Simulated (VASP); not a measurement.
# Nb20H (a cell with a defect) in VASP: single point with LDA

Aim: the single point of Nb20H (a cell with a defect) with LDA.

Program: VASP 6.6.1. These are calculated values, not measurements. Logs are shortened: lines on timing, memory, paths and dates and some standing lists are left out, and cuts for length are marked.

### 1 The cell of the first run

The cell holds a defect, 21 atoms: a = 7.078 Å, b = 7.078 Å, c = 7.078 Å, α = 80.92°, β = 80.92°, γ = 80.92°.

### 2 Single point, LDA

The input, INCAR:

```
ALGO = Normal
EDIFF = 1E-6
ENCUT = 400
GGA = CA
GGA_COMPAT = F
ISIF = 2
ISMEAR = 0
LASPH = T
LCHARG = T
LELF = T
LREAL = F
LVHAR = T
LWAVE = F
NBANDS = 146
NELM = 120
PREC = Accurate
SIGMA = 0.1
```

The input, KPOINTS:

```
k-points
0
Gamma
  3 3 3
```

The input, POSCAR:

```
Nb20H
1.0
   -4.8714952684     -4.8714952684      1.6238317561
   -4.8714952684      1.6238317561     -4.8714952684
    1.6238317561     -4.8714952684     -4.8714952684
Nb H
20 1
Direct
    0.8016168517      0.7871838601      0.7871838601
    0.4018918201      0.8996193383      0.8996193383
    0.9008448347      0.3981278834      0.8994900146
    0.9008448347      0.8994900146      0.3981278834
    0.5977338455      0.5962989678      0.5962989678
    0.1998631932      0.6977402035      0.6977402035
    0.7014256531      0.1976665678      0.7016844545
    0.3006662471      0.3000479564      0.8019786502
    0.7014256531      0.7016844545      0.1976665678
    0.3006662471      0.8019786502      0.3000479564
    0.8011403861      0.3020899167      0.3020899167
    0.4003683248      0.4025030903      0.4025030903
   -0.0007102337      0.4978988414      0.4978988414
    0.4992539387      0.0003959154      0.5027071905
    0.1007831934      0.0984650654      0.6013566038
    0.4992539387      0.5027071905      0.0003959154
    0.1007831934      0.6013566038      0.0984650654
    0.5912715996      0.1112535823      0.1112535823
    0.2002109509      0.2048953956      0.2048953956
    0.0090982948      0.0020524602      0.0020524602
    0.7646591744      0.9598924544     -0.0401075418
```

Potentials or basis: VASP PAW LDA potentials, release 64 (Nb_sv, H).

Run with:

```sh
$ cat potpaw_LDA.64/Nb_sv/POTCAR potpaw_LDA.64/H/POTCAR > POTCAR
$ mpirun -np 1 vasp_std > vasp.out
```

OUTCAR:

```text
EDIFF = 1E-6
   ENCUT = 400
   GGA = CA
   ISIF = 2
   ISMEAR = 0
   LASPH = T
   LREAL = F
   NELM = 120
   PREC = Accurate

 ion  position               nearest neighbor table
   1  0.802  0.787  0.787-  21 1.82   5 2.75   3 2.75   4 2.75   6 2.78   2 2.84   9 2.87   7 2.87
                            20 2.99
   2  0.402  0.900  0.900-  20 2.77  16 2.79  14 2.79  10 2.81   8 2.81   1 2.84   6 2.84  18 2.87

   3  0.901  0.398  0.899-   1 2.75  20 2.80   7 2.80   8 2.81  13 2.82  17 2.82  11 2.83  16 2.83
[... 29 lines left out ...]
  18  0.591  0.111  0.111-  21 1.83  19 2.74  14 2.76  16 2.76  11 2.77   2 2.87   9 2.87   7 2.87
                            20 2.95
  19  0.200  0.205  0.205-  18 2.74  12 2.79  15 2.80  17 2.80  20 2.80  11 2.80  10 2.83   8 2.83

  20  0.009  0.002  0.002-  21 1.88   2 2.77   3 2.80   4 2.80  19 2.80  15 2.81  17 2.81  18 2.95
                             1 2.99
  21  0.765  0.960  0.960-   1 1.82  18 1.83  20 1.88

  LATTYP: Found a trigonal (rhomboedric) cell.
 ALAT       =     7.0781185263
 COS(alpha) =     0.1578947368

  Lattice vectors:

 A1 = (  -4.8714952684,  -4.8714952684,   1.6238317561)
 A2 = (  -4.8714952684,   1.6238317561,  -4.8714952684)
 A3 = (   1.6238317561,  -4.8714952684,  -4.8714952684)

Analysis of symmetry for initial positions (statically):
=====================================================================
 Subroutine PRICEL returns:
 Original cell was already a primitive cell.

 Routine SETGRP: Setting up the symmetry group for a
 trigonal (rhombohedral) supercell.

 Subroutine GETGRP returns: Found  2 space group operations
 (whereof  2 operations were pure point group operations)
 out of a pool of 12 trial point group operations.

The static configuration has the point symmetry C_1h.

Analysis of symmetry for dynamics (positions and initial velocities):
=====================================================================
 Subroutine PRICEL returns:
 Original cell was already a primitive cell.

 Routine SETGRP: Setting up the symmetry group for a
 trigonal (rhombohedral) supercell.

 Subroutine GETGRP returns: Found  2 space group operations
 (whereof  2 operations were pure point group operations)
 out of a pool of 12 trial point group operations.

The dynamic configuration has the point symmetry C_1h.

 Subroutine INISYM returns: Found  2 space group operations
 (whereof  2 operations are pure point group operations),
 and found     1 'primitive' translations

[... 122 lines left out ...]
   NFREE  =      0    steps in history (QN), initial steepest desc. (CG)
   ISIF   =      2    stress and relaxation
   ISYM   =      2    0-nonsym 1-usesym 2-fastsym
   POTIM  = 0.5000    time-step for ionic-motion
   TEBEG  =    0.0;   TEEND  =   0.0 temperature during run
   PSTRESS=    0.0 pullay stress
   NELECT =     261.0000    total number of electrons
   NUPDOWN=      -1.0000    fix difference up-down
   EMIN   =  10.00;   EMAX   =-10.00  energy-range for DOS
   EFERMI =   0.00;   METHOD = LEGACY
   ISMEAR =     0;   SIGMA  =   0.10  broadening in eV -4-tet -1-fermi 0-gaus
   EFERMI_NEDOS =   21; number of points for ismear=-14 and -15
   IALGO  =     38    algorithm
   IMIX   =      4    mixing-type and parameters
     AMIX     =   0.40;   BMIX     =  1.00
     AMIX_MAG =   1.60;   BMIX_MAG =  1.00
  volume/ion in A,a.u.               =      16.31       110.08
  Fermi-wavevector in a.u.,A,eV,Ry     =   1.495262  2.825636 30.420022  2.235809
  Thomas-Fermi vector in A             =   2.607429
   LORBIT       =      0    0 simple, 1 ext, 2 COOP (PROOUT), +10 PAW based schemes
   GGA     = CA    functional components
   LHFCALC =     F    Hartree Fock is set to
   AEXX    =    0.0000 exact exchange contribution
   IVDW    =     0    specifies the selected vdW correction
   LEPSILON=     F    determine dielectric tensor
   LRPA    =     F    only Hartree local field effects (RPA)
 non-spin polarized calculation
 Gauss-broadening in eV      SIGMA  =   0.10
  energy-cutoff  :      400.00
  volume of cell :      342.54
 maximum number of plane-waves:      6243
 NGX is ok and might be reduce to    48
   NGX = 23   NGY = 23   NGZ = 23

 number of electron     261.0000002 magnetization

 Free energy of the ion-electron system (eV)
  ---------------------------------------------------
  ext. energy  EPLUGINS =         0.00000000
  ---------------------------------------------------
  free energy    TOTEN  =      -229.10075409 eV

  energy without entropy =     -228.97667238  energy(sigma->0) =     -229.03871324

 E-fermi :  11.7949     XC(G=0): -13.0030

 val. band max:       11.7905386341   @ k =   0.0000  -0.3333   0.3333
 cond. band min:      11.8003303842   @ k =  -0.3333   0.3333   0.0000
 fundamental gap:      0.0097917501
 Fermi energy:        11.7949211612

 k-point     1 :       0.0000    0.0000    0.0000
  band No.  band energies     occupation
      1     -42.2517      2.00000
      2     -42.0580      2.00000
      3     -42.0561      2.00000
      4     -42.0340      2.00000
      5     -42.0231      2.00000
      6     -42.0107      2.00000
[... 1439 lines left out ...]
    141      13.3454      0.00000
    142      13.4315      0.00000
 [bands above 142 left out]

------------------------ aborting loop because EDIFF is reached ----------------------------------------

  FORCE on cell =-STRESS in cart. coord.  units (eV):
  Direction    XX          YY          ZZ          XY          YZ          ZX
  --------------------------------------------------------------------------------------
  -------------------------------------------------------------------------------------
  Total        0.9521378      0.9521378      3.9841727      0.2401631     -0.8897859     -0.8897860
  in kB        4.4534575      4.4534575     18.6352686      1.1233205     -4.1618173     -4.1618177
  external PRESSURE =       9.1807279 kB  Pullay stress =       0.0000000 kB

 VOLUME and BASIS-vectors are now :
 -----------------------------------------------------------------------------
  energy-cutoff  :      400.00
  volume of cell :      342.54
      direct lattice vectors                 reciprocal lattice vectors
    -4.871495268 -4.871495268  1.623831756    -0.092374102 -0.092374102  0.061582735
    -4.871495268  1.623831756 -4.871495268    -0.092374102  0.061582735 -0.092374102
     1.623831756 -4.871495268 -4.871495268     0.061582735 -0.092374102 -0.092374102

 POSITION                                       TOTAL-FORCE (eV/Angst)
 -----------------------------------------------------------------------------------
     -6.46158     -6.46158     -6.36783         0.000093      0.000093      0.007364
     -4.87947     -4.87947     -8.11238        -0.005665     -0.005665     -0.010284
     -4.86732     -8.12383     -4.85852         0.006501     -0.007902      0.012539
     -8.12383     -4.86732     -4.85852        -0.007902      0.006501      0.012539
     -4.84844     -4.84844     -4.83912        -0.006159     -0.006159     -0.011227
     -3.23966     -3.23966     -6.47353         0.002717      0.002717     -0.001191
[... 13 lines left out ...]
     -0.05099     -0.05099     -0.00522         0.007568      0.007568      0.009893
     -6.84244     -6.84244     -8.11055         0.010328      0.010328      0.003060
 -----------------------------------------------------------------------------------
    total drift:                                0.000058      0.000059     -0.000268

  FREE ENERGIE OF THE ION-ELECTRON SYSTEM (eV)
  ---------------------------------------------------
  free  energy   TOTEN  =      -229.1007540948 eV

  energy  without entropy=     -228.9766723795  energy(sigma->0) =     -229.03871324
```

OSZICAR:

```text
N       E                     dE             d eps       ncg     rms          rms(c)
DAV:   1     0.343684316836E+04    0.34368E+04   -0.12579E+05  2936   0.160E+03
DAV:   2     0.905775732832E+02   -0.33463E+04   -0.33038E+04  3606   0.768E+02
DAV:   3    -0.203104554782E+03   -0.29368E+03   -0.28546E+03  4824   0.161E+02
DAV:   4    -0.234667384549E+03   -0.31563E+02   -0.30114E+02  5032   0.520E+01
DAV:   5    -0.237665980102E+03   -0.29986E+01   -0.28789E+01  5456   0.177E+01    0.362E+01
DAV:   6    -0.229919978271E+03    0.77460E+01   -0.17621E+01  4184   0.165E+01    0.127E+01
DAV:   7    -0.229032628027E+03    0.88735E+00   -0.74073E+00  4400   0.100E+01    0.426E+00
DAV:   8    -0.229052621382E+03   -0.19993E-01   -0.12741E+00  4344   0.481E+00    0.374E+00
DAV:   9    -0.229101346120E+03   -0.48725E-01   -0.35872E-01  4304   0.271E+00    0.938E-01
DAV:  10    -0.229106153844E+03   -0.48077E-02   -0.17285E-01  4400   0.211E+00    0.499E-01
DAV:  11    -0.229100251213E+03    0.59026E-02   -0.47022E-02  4424   0.117E+00    0.172E-01
DAV:  12    -0.229100723487E+03   -0.47227E-03   -0.68473E-03  5320   0.299E-01    0.132E-01
DAV:  13    -0.229100750090E+03   -0.26603E-04   -0.65024E-04  4592   0.112E-01    0.552E-02
DAV:  14    -0.229100760636E+03   -0.10546E-04   -0.21507E-04  5120   0.695E-02    0.213E-02
DAV:  15    -0.229100754658E+03    0.59781E-05   -0.61447E-05  4504   0.387E-02    0.145E-02
DAV:  16    -0.229100754333E+03    0.32527E-06   -0.10954E-05  3880   0.140E-02    0.928E-03
DAV:  17    -0.229100754095E+03    0.23807E-06   -0.16198E-06  1960   0.848E-03
   1 F= -.22910075E+03 E0= -.22903871E+03  d E =-.124082E+00
```

stdout:

```text
POSCAR found type information on POSCAR NbH
 POSCAR found :  2 types and      21 ions
 scaLAPACK will be used
 -----------------------------------------------------------------------------
|                                                                             |
|                                                                             |
|     You have a (more or less) 'large supercell' and for larger cells it     |
|     might be more efficient to use real-space projection operators.         |
|     Therefore, try LREAL= Auto in the INCAR file.                           |
|     Mind: For very accurate calculation, you might also keep the            |
|     reciprocal projection scheme (i.e. LREAL=.FALSE.).                      |
|                                                                             |
 -----------------------------------------------------------------------------

 LDA part: xc-table for (Slater(with rela. corr.)+CA(PZ))
 , standard interpolation
 POSCAR, INCAR and KPOINTS ok, starting setup
 FFT: planning ... GRIDC
 FFT: planning ... GRID_SOFT
 FFT: planning ... GRID
 WAVECAR not read
 entering main loop
```

It took 7.4 min on 1 thread of Intel Xeon Platinum 8488C (Sapphire Rapids), shared host; peak memory 0.37 GiB.

What came out:

| Quantity | Value |
| --- | --- |
| Free energy | -229.1008 eV |
| Pressure | 0.9 GPa |
| Largest force | 0.030 eV/Å |
| Band gap on the k mesh | zero (an odd number of electrons rules out a gap without spin polarisation) |

Forces on the atoms (eV/Å):
```
Nb   0.000  0.000  0.007
Nb  -0.006 -0.006 -0.010
Nb   0.007 -0.008  0.013
Nb  -0.008  0.007  0.013
Nb  -0.006 -0.006 -0.011
Nb   0.003  0.003 -0.001
Nb   0.014 -0.001 -0.004
Nb   0.012 -0.005  0.002
Nb  -0.001  0.014 -0.004
Nb  -0.005  0.012  0.002
Nb   0.001  0.001  0.000
Nb  -0.014 -0.014 -0.022
Nb   0.008  0.008  0.021
Nb  -0.002 -0.007 -0.012
Nb  -0.002 -0.001  0.005
Nb  -0.007 -0.002 -0.012
Nb  -0.001 -0.002  0.005
Nb  -0.011 -0.011 -0.015
Nb   0.000  0.000  0.011
Nb   0.008  0.008  0.010
H    0.010  0.010  0.003
```

Stress tensor (GPa, compression positive):
```
 0.45  0.11 -0.42
 0.11  0.45 -0.42
-0.42 -0.42  1.86
```
